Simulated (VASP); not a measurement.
# Zn (Pm-3m) in VASP: notebook, part 2 of 2

VASP 6.6.1. The steps go on from the part before.

## (3) Single point, LDA

File INCAR:

```
SYSTEM = Zn
PREC = Accurate
ENCUT = 520
EDIFF = 1E-6
ISMEAR = -1
SIGMA = 0.1
LREAL = .False.
LASPH = .True.
NELM = 80
ALGO = Normal
ISIF = 2
LWAVE = .False.
LCHARG = .True.
LELF = .True.
LVHAR = .True.
NBANDS = 12
```

File KPOINTS:

```
Automatic mesh
0
Gamma
  16 16 16
  0 0 0
```

File POSCAR:

```
Zn
1.0
    2.4031649214      0.0000000000      0.0000000000
    0.0000000000      2.4031649214      0.0000000000
    0.0000000000      0.0000000000      2.4031649214
Zn
1
Direct
    0.0000000000      0.0000000000      0.0000000000
```

Potentials or basis: VASP PAW LDA potentials, release 64 (Zn).

Run with:

```
$ cat potpaw_LDA.64/Zn/POTCAR > POTCAR
$ mpirun -np 1 vasp_std > vasp.out
```

OUTCAR:

```text
SYSTEM = Zn
   PREC = Accurate
   ENCUT = 520
   EDIFF = 1E-6
   ISMEAR = -1
   LREAL = .False.
   LASPH = .True.
   NELM = 80
   ISIF = 2

 ion  position               nearest neighbor table
   1  0.000  0.000  0.000-

  LATTYP: Found a simple cubic cell.
 ALAT       =     2.4031649214

  Lattice vectors:

 A1 = (   2.4031649214,   0.0000000000,   0.0000000000)
 A2 = (   0.0000000000,   2.4031649214,   0.0000000000)
 A3 = (   0.0000000000,   0.0000000000,   2.4031649214)

Analysis of symmetry for initial positions (statically):
[... 529 lines left out ...]
      5      -3.7801      2.00000
      6       0.0175      2.00000
      7       0.8791      2.00000
      8      19.7230      0.00000
      9      20.7810      0.00000
     10      24.3489      0.00000
     11      25.9030      0.00000
     12      27.9823      0.00000

 [... further k-points ...]
[... 5 lines left out ...]
  --------------------------------------------------------------------------------------
  -------------------------------------------------------------------------------------
  Total        1.3857409      1.3857409      1.3857409     -0.0000000      0.0000000      0.0000000
  in kB      159.9712291    159.9712291    159.9712291     -0.0000000      0.0000000      0.0000000
  external PRESSURE =     159.9712291 kB  Pullay stress =       0.0000000 kB

 VOLUME and BASIS-vectors are now :
 -----------------------------------------------------------------------------
  energy-cutoff  :      520.00
  volume of cell :       13.88
      direct lattice vectors                 reciprocal lattice vectors
     2.403164921  0.000000000  0.000000000     0.416117925  0.000000000  0.000000000
     0.000000000  2.403164921  0.000000000     0.000000000  0.416117925  0.000000000
     0.000000000  0.000000000  2.403164921     0.000000000  0.000000000  0.416117925

 POSITION                                       TOTAL-FORCE (eV/Angst)
 -----------------------------------------------------------------------------------
      0.00000      0.00000      0.00000         0.000000      0.000000      0.000000
 -----------------------------------------------------------------------------------
    total drift:                               -0.000000      0.000000      0.000000

  FREE ENERGIE OF THE ION-ELECTRON SYSTEM (eV)
  ---------------------------------------------------
  free  energy   TOTEN  =        -1.4942263632 eV

  energy  without entropy=       -1.4838146027  energy(sigma->0) =       -1.48902048
```

stdout:

```text
POSCAR found type information on POSCAR Zn
 POSCAR found :  1 types and       1 ions
 scaLAPACK will be used
 LDA part: xc-table for (Slater(with rela. corr.)+CA(PZ))
 , standard interpolation
 POSCAR, INCAR and KPOINTS ok, starting setup
 FFT: planning ... GRIDC
 FFT: planning ... GRID_SOFT
 FFT: planning ... GRID
 WAVECAR not read
 entering main loop
```

It took 14 s on 1 thread of Intel Xeon Platinum 8259CL at 2.50GHz (Skylake/Cascade Lake), shared host; peak memory 0.13 GiB.

Results:

```
Free energy            : -1.4942 eV
Pressure               : 16.0 GPa
Band gap on the k mesh : zero (band 6 reaches 9.94 eV, above the bottom of band 7 at 0.68 eV)
```

Levels at points of the mesh, in eV from the Fermi level:
| k point | band 2 | band 3 | band 4 | band 5 | band 6 | band 7 | band 8 | band 9 | band 10 | band 11 |
| --- | --- | --- | --- | --- | --- | --- | --- | --- | --- | --- |
| (0.00, 0.00, 0.00) | -8.99 | -8.99 | -7.12 | -7.12 | -7.12 | 14.51 | 14.51 | 14.51 | 17.80 | 17.80 |
| (0.50, 0.00, 0.00) | -8.77 | -7.67 | -7.67 | -7.07 | -3.96 | -2.69 | 20.42 | 20.42 | 21.84 | 22.43 |
| (0.50, 0.50, 0.00) | -8.50 | -7.57 | -7.57 | -6.70 | 1.28 | 1.28 | 4.25 | 6.86 | 27.30 | 27.30 |
| (0.50, 0.50, 0.50) | -8.61 | -8.61 | -6.67 | -6.67 | 6.57 | 6.57 | 6.57 | 11.76 | 12.24 | 12.24 |

## (4) Relaxation of cell and atoms, LDA, target pressure 15 GPa, at which the enthalpy is minimised

This run uses another cell than the first one, of 12.82 Å³/atom, 0.924 times its volume.

File INCAR:

```
SYSTEM = Zn
  PREC = Accurate
  ENCUT = 600
  EDIFF = 1E-7
  ISMEAR = -1
  SIGMA = 0.1
  LREAL = .False.
  LASPH = .True.
  NELM = 80
  ALGO = Normal
  ISIF = 3
  LWAVE = .False.
  LCHARG = .False.
  GGA = CA
  IBRION = 2
  NSW = 60
  EDIFFG = -0.005
  PSTRESS = 150.0
```

File KPOINTS:

```
regular mesh
0
Gamma
  16 16 16
  0 0 0
```

File POSCAR:

```
Zn
1.0
    2.3403329934      0.0000000000      0.0000000000
    0.0000000000      2.3403329934      0.0000000000
    0.0000000000      0.0000000000      2.3403329934
Zn
1
Direct
    0.0000000000      0.0000000000      0.0000000000
```

Run with:

```
$ cat potpaw_LDA.64/Zn/POTCAR > POTCAR
$ mpirun -np 1 vasp_std > vasp.out
```

It took 90 s on 1 thread of Intel Xeon Platinum 8259CL at 2.50GHz (Skylake/Cascade Lake), shared host; peak memory 0.14 GiB.

Results (log left out):

* Free energy: -1.5010 eV
* Relaxed volume: 13.96 Å³/atom
* Relaxed cell: a = 2.408 Å, b = 2.408 Å, c = 2.408 Å, α = 90.00°, β = 90.00°, γ = 90.00°
* Space group after relaxing (to 0.05 Å): Pm-3m (No. 221)
* Energy change on relaxing (the enthalpy is what falls): -153.3 meV/atom
* Ionic steps: 17
* Pressure after relaxing: 15.0 GPa
* Band gap on the k mesh: zero (band 6 reaches 9.87 eV, above the bottom of band 7 at 0.63 eV)

The path:
```tsv
step	energy change (eV)	largest force (eV/Å)	pressure (GPa)	volume (Å³)
1	0.0000	0.0000	29.19	12.82
2	-0.2229	0.0000	6.08	15.04
3	-0.1544	0.0000	14.90	13.97
4	-0.1522	0.0000	15.12	13.95
5	-0.1522	0.0000	15.10	13.95
6	-0.1523	0.0000	15.10	13.95
7	-0.1523	0.0000	15.12	13.95
8	-0.1523	0.0000	15.11	13.95
9	-0.1523	0.0000	15.11	13.95
10	-0.1523	0.0000	15.11	13.95
11	-0.1523	0.0000	15.10	13.95
12	-0.1523	0.0000	15.09	13.95
13	-0.1523	0.0000	15.10	13.95
14	-0.1524	0.0000	15.09	13.95
15	-0.1525	0.0000	15.08	13.95
16	-0.1528	0.0000	15.07	13.95
17	-0.1533	0.0000	15.01	13.96
```

Final structure:
```yaml
crystal:
  lattice:
    - [2.40765, 0.00000, 0.00000]
    - [0.00000, 2.40765, 0.00000]
    - [0.00000, 0.00000, 2.40765]
  atoms:
    - { symbol: Zn, position: [0.00000, 0.00000, 0.00000] }
```

Levels at points of the mesh, in eV from the Fermi level:
```
           k point  band 2  band 3  band 4  band 5  band 6  band 7  band 8  band 9  band 10
(0.00, 0.00, 0.00)   -8.96   -8.96   -7.11   -7.11   -7.11   14.46   14.46   14.46    17.74
(0.50, 0.00, 0.00)   -8.75   -7.66   -7.66   -7.06   -3.93   -2.69   20.34   20.34    21.79
(0.50, 0.50, 0.00)   -8.48   -7.56   -7.56   -6.70    1.28    1.28    4.21    6.85    27.24
(0.50, 0.50, 0.50)   -8.59   -8.59   -6.67   -6.67    6.55    6.55    6.55   11.75    12.21
```

Caveat: the cell is relaxed towards a set pressure, so the enthalpy falls and the energy may rise.

## (5) Relaxation of cell and atoms, LDA, target pressure 15 GPa, at which the enthalpy is minimised

File INCAR:

```
PREC = Accurate
ENCUT = 600
EDIFF = 1E-6
ISMEAR = -1
SIGMA = 0.1
LREAL = False
LASPH = True
NELM = 80
ALGO = Normal
ISIF = 3
LWAVE = False
LCHARG = False
GGA = CA
IBRION = 2
NSW = 32
EDIFFG = -0.005
PSTRESS = 150.0
```

File KPOINTS:

```
Automatic mesh
0
Gamma
  16 16 16
```

File POSCAR:

```
Zn
1.0
    2.4031649214      0.0000000000      0.0000000000
    0.0000000000      2.4031649214      0.0000000000
    0.0000000000      0.0000000000      2.4031649214
Zn
1
Direct
    0.0000000000      0.0000000000      0.0000000000
```

Run with:

```
$ cat potpaw_LDA.64/Zn/POTCAR > POTCAR
$ mpirun -np 1 vasp_std > vasp.out
```

Run time: 35 s. Hardware: 1 thread of Intel Xeon Platinum 8259CL at 2.50GHz (Skylake/Cascade Lake), shared host; peak memory 0.14 GiB.

It converged, with:

```yaml
Free_energy: -1.5016 eV
Relaxed_volume: 13.96 Å³/atom
Relaxed_cell: a = 2.408 Å, b = 2.408 Å, c = 2.408 Å, α = 90.00°, β = 90.00°, γ = 90.00°
Space_group_after_relaxing_to_0.05_Å: Pm-3m (No. 221)
Energy_change_on_relaxing_the_enthalpy_is_what_falls: -7.6 meV/atom
Ionic_steps: 4
Pressure_after_relaxing: 15.0 GPa
Band_gap_on_the_k_mesh: zero (band 6 reaches 9.86 eV, above the bottom of band 7 at 0.62 eV)
```

The path:
| step | energy change (eV) | largest force (eV/Å) | pressure (GPa) | volume (Å³) |
| --- | --- | --- | --- | --- |
| 1 | 0.0000 | 0.0000 | 15.93 | 13.88 |
| 2 | -0.0152 | 0.0000 | 14.14 | 14.04 |
| 3 | -0.0071 | 0.0000 | 15.06 | 13.95 |
| 4 | -0.0076 | 0.0000 | 15.00 | 13.96 |

Final structure:
```xyz
1
Lattice="2.4077 0.0000 0.0000 0.0000 2.4077 0.0000 0.0000 0.0000 2.4077" Properties=species:S:1:pos:R:3 pbc="T T T"
Zn    0.0000    0.0000    0.0000
```

Levels at points of the mesh, in eV from the Fermi level:
| k point | band 4 | band 5 | band 6 | band 7 | band 8 | band 9 |
| --- | --- | --- | --- | --- | --- | --- |
| (0.00, 0.00, 0.00) | -7.11 | -7.11 | -7.11 | 14.46 | 14.46 | 14.46 |
| (0.50, 0.00, 0.00) | -7.66 | -7.06 | -3.93 | -2.69 | 20.34 | 20.34 |
| (0.50, 0.50, 0.00) | -7.56 | -6.70 | 1.28 | 1.28 | 4.21 | 6.85 |
| (0.50, 0.50, 0.50) | -6.67 | -6.67 | 6.55 | 6.55 | 6.55 | 11.75 |

Caveat: the cell is relaxed towards a set pressure, so the enthalpy falls and the energy may rise.

## (6) The runs side by side

```csv
task,cell,cutoff (eV),gap on the mesh (eV),pressure (GPa)
single point,"a = 2.403 Å, 1 atom",520,none,16.0
relaxation of cell and atoms,"relaxed to 15 GPa from a = 2.340 Å, 1 atom",600,none,15.0
relaxation of cell and atoms,"relaxed to 15 GPa from a = 2.403 Å, 1 atom",600,none,15.0
```

Alike in all rows: level LDA; potentials or basis VASP PAW LDA potentials, release 64 (Zn); no spin polarisation; k mesh 16 × 16 × 16; smearing fermi-dirac 0.1 eV.

Caveats: the cell is relaxed towards a set pressure, so the enthalpy falls and the energy may rise (some runs).

Total energies depend on the potentials used, so only differences within one code and one set of settings carry meaning.
